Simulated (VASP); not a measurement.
A run of VASP 6.6.1:

File INCAR:

```
SYSTEM = Ti
PREC = Accurate
ENCUT = 520
EDIFF = 1E-7
ISMEAR = -1
SIGMA = 0.1
LREAL = .FALSE.
LASPH = .TRUE.
NELM = 100
ALGO = Normal
ISIF = 2
LWAVE = .FALSE.
LCHARG = .FALSE.
GGA = PE
NBANDS = 12
```

Contents of KPOINTS:

```
regular mesh
0
G
  15 15 15
  0 0 0
```

Contents of POSCAR:

```
Ti
1.0
   -1.6724786554      1.6724786554      1.6724786554
    1.6724786554     -1.6724786554      1.6724786554
    1.6724786554      1.6724786554     -1.6724786554
Ti
1
Direct
    0.0000000000      0.0000000000      0.0000000000
```

Potentials or basis: VASP PAW PBE potentials, release 64 (Ti_sv).

The run is started by

```console
$ cat potpaw_PBE.64/Ti_sv/POTCAR > POTCAR
$ mpirun -np 1 vasp_std > vasp.out
```

Hardware: 1 thread of Intel Xeon 6975P-C, with other jobs on the host.

**Question.** Estimate the wall time of this run.

**Answer.** Wall time 38 s on 1 thread of Intel Xeon 6975P-C (shared host), peak memory 0.15 GiB. Counts: scf iterations 15, k points 120.
